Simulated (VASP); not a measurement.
# SiC (P6_3mc) in VASP: a series of runs, part 2 of 2

VASP 6.6.1.

## Step 3: Single point, PBE

This run uses another cell than the first one: it holds 16 atoms, not 48.

The input, INCAR:

```
  PREC = Accurate
  ENCUT = 520
  EDIFF = 1E-7
  ISMEAR = 0
  SIGMA = 0.01
  LREAL = Auto
  LASPH = True
  NELM = 60
  ALGO = Normal
  ISIF = 2
  LWAVE = False
  LCHARG = False
  GGA = PE
  NBANDS = 46
```

The input, KPOINTS:

```
regular mesh
0
Gamma
  2 2 2
```

The input, POSCAR:

```
SiC
1.0
    0.0000000000      0.0000000000     -5.0742922873
    3.0919365181     -5.3553911431      0.0000000000
   -6.1838730361      0.0000000000      0.0000000000
Si C
8 8
Direct
    0.5004182929      0.1666666667      0.3333333333
    0.5004182929      0.6666666667      0.3333333333
    0.5004182929      0.1666666667      0.8333333333
    0.5004182929      0.6666666667      0.8333333333
    0.0004182929      0.3333333333      0.1666666667
    0.0004182929      0.8333333333      0.1666666667
    0.0004182929      0.3333333333      0.6666666667
    0.0004182929      0.8333333333      0.6666666667
    0.1245817071      0.1666666667      0.3333333333
    0.1245817071      0.6666666667      0.3333333333
    0.1245817071      0.1666666667      0.8333333333
    0.1245817071      0.6666666667      0.8333333333
    0.6245817071      0.3333333333      0.1666666667
    0.6245817071      0.8333333333      0.1666666667
    0.6245817071      0.3333333333      0.6666666667
    0.6245817071      0.8333333333      0.6666666667
```

Potentials or basis: VASP PAW PBE potentials, release 64 (Si, C).

On the command line:

```
$ cat potpaw_PBE.64/Si/POTCAR potpaw_PBE.64/C/POTCAR > POTCAR
$ mpirun -np 1 vasp_std > vasp.out
```

OUTCAR:

```text
PREC = Accurate
   ENCUT = 520
   EDIFF = 1E-7
   ISMEAR = 0
   LREAL = Auto
   LASPH = True
   NELM = 60
   ISIF = 2
   GGA = PE

 ion  position               nearest neighbor table
   1  0.500  0.167  0.333-  13 1.89  15 1.89  14 1.89   9 1.91   3 3.09   3 3.09   4 3.09   4 3.09
                             2 3.09   2 3.09   5 3.10   5 3.10   7 3.10   7 3.10   6 3.10   6 3.10
   2  0.500  0.667  0.333-  14 1.89  16 1.89  13 1.89  10 1.91   4 3.09   4 3.09   3 3.09   3 3.09
                             1 3.09   1 3.09   6 3.10   6 3.10   8 3.10   8 3.10   5 3.10   5 3.10
   3  0.500  0.167  0.833-  15 1.89  13 1.89  16 1.89  11 1.91   1 3.09   1 3.09   2 3.09   2 3.09
                             4 3.09   4 3.09   7 3.10   7 3.10   5 3.10   5 3.10   8 3.10   8 3.10
   4  0.500  0.667  0.833-  16 1.89  14 1.89  15 1.89  12 1.91   2 3.09   2 3.09   1 3.09   1 3.09
                             3 3.09   3 3.09   8 3.10   8 3.10   6 3.10   6 3.10   7 3.10   7 3.10
   5  0.000  0.333  0.167-   9 1.89  11 1.89  10 1.89  13 1.91   7 3.09   7 3.09   8 3.09   8 3.09
                             6 3.09   6 3.09   1 3.10   1 3.10   3 3.10   3 3.10   2 3.10   2 3.10
   6  0.000  0.833  0.167-  10 1.89  12 1.89   9 1.89  14 1.91   8 3.09   8 3.09   7 3.09   7 3.09
                             5 3.09   5 3.09   2 3.10   2 3.10   4 3.10   4 3.10   1 3.10   1 3.10
   7  0.000  0.333  0.667-  11 1.89   9 1.89  12 1.89  15 1.91   5 3.09   5 3.09   6 3.09   6 3.09
[... 397 lines left out ...]
     44      14.9158      0.00000
 [bands above 44 left out]

------------------------ aborting loop because EDIFF is reached ----------------------------------------

  FORCE on cell =-STRESS in cart. coord.  units (eV):
  Direction    XX          YY          ZZ          XY          YZ          ZX
  --------------------------------------------------------------------------------------
  -------------------------------------------------------------------------------------
  Total        0.3720258      0.3720258     -0.0779485     -0.0000000      0.0000000      0.0000000
  in kB        3.5469606      3.5469606     -0.7431752     -0.0000000      0.0000000      0.0000000
  external PRESSURE =       2.1169153 kB  Pullay stress =       0.0000000 kB

 VOLUME and BASIS-vectors are now :
 -----------------------------------------------------------------------------
  energy-cutoff  :      520.00
  volume of cell :      168.05
      direct lattice vectors                 reciprocal lattice vectors
     0.000000000  0.000000000 -5.074292287     0.000000000  0.000000000 -0.197071817
     3.091936518 -5.355391143  0.000000000     0.000000000 -0.186727724  0.000000000
    -6.183873036  0.000000000  0.000000000    -0.161710953 -0.093363862  0.000000000

 POSITION                                       TOTAL-FORCE (eV/Angst)
 -----------------------------------------------------------------------------------
     -1.54597     -0.89257     -2.53927         0.000000     -0.000000     -0.067051
      0.00000     -3.57026     -2.53927         0.000000      0.000000     -0.067051
     -4.63790     -0.89257     -2.53927        -0.000000     -0.000000     -0.067051
     -3.09194     -3.57026     -2.53927        -0.000000      0.000000     -0.067051
     -0.00000     -1.78513     -0.00212        -0.000000     -0.000000     -0.067051
      1.54597     -4.46283     -0.00212        -0.000000      0.000000     -0.067051
[... 8 lines left out ...]
     -3.09194     -1.78513     -3.16931        -0.000000     -0.000000      0.067051
     -1.54597     -4.46283     -3.16931        -0.000000     -0.000000      0.067051
 -----------------------------------------------------------------------------------
    total drift:                               -0.000001      0.000000     -0.023798

  FREE ENERGIE OF THE ION-ELECTRON SYSTEM (eV)
  ---------------------------------------------------
  free  energy   TOTEN  =      -119.9540691216 eV

  energy  without entropy=     -119.9540691216  energy(sigma->0) =     -119.95406912
```

stdout:

```text
POSCAR found type information on POSCAR SiC
 POSCAR found :  2 types and      16 ions
 scaLAPACK will be used
 LDA part: xc-table for (Slater+PW92), standard interpolation
 POSCAR, INCAR and KPOINTS ok, starting setup
 FFT: planning ... GRIDC
 FFT: planning ... GRID_SOFT
 FFT: planning ... GRID
 WAVECAR not read
 entering main loop
```

It took 2 min on 1 thread of Intel Xeon 8259CL, shared host; peak memory 0.28 GiB.

What came out:

```
Free energy            : -119.9541 eV
Pressure               : 0.2 GPa
Largest force          : 0.067 eV/Å
Band gap on the k mesh : 2.73 eV
```

Forces in eV/Å, atoms in the order of the input:
```
Si   0.000  0.000 -0.067
Si   0.000  0.000 -0.067
Si   0.000  0.000 -0.067
Si   0.000  0.000 -0.067
Si   0.000  0.000 -0.067
Si   0.000  0.000 -0.067
Si   0.000  0.000 -0.067
Si   0.000  0.000 -0.067
C    0.000  0.000  0.067
C    0.000  0.000  0.067
C    0.000  0.000  0.067
C    0.000  0.000  0.067
C    0.000  0.000  0.067
C    0.000  0.000  0.067
C    0.000  0.000  0.067
C    0.000  0.000  0.067
```

Stress tensor (GPa, compression positive):
```
 0.35  0.00  0.00
 0.00  0.35  0.00
 0.00  0.00 -0.07
```

Levels at points of the mesh, in eV from the valence-band top:
```tsv
k point	band 29	band 30	band 31	band 32	band 33	band 34	band 35	band 36
(0.00, 0.00, 0.00)	-1.19	-0.11	0.00	0.00	2.73	2.73	2.73	4.19
(0.50, 0.00, 0.00)	-0.71	-0.71	-0.71	-0.71	3.23	3.23	3.23	3.23
(0.00, 0.50, 0.00)	-1.02	-1.02	-0.61	-0.61	3.14	3.14	3.97	3.97
(0.50, 0.50, 0.00)	-1.71	-1.71	-1.71	-1.71	4.42	4.42	4.42	4.42
```

Caveat: the k points lie up to 0.62 Å⁻¹ apart.
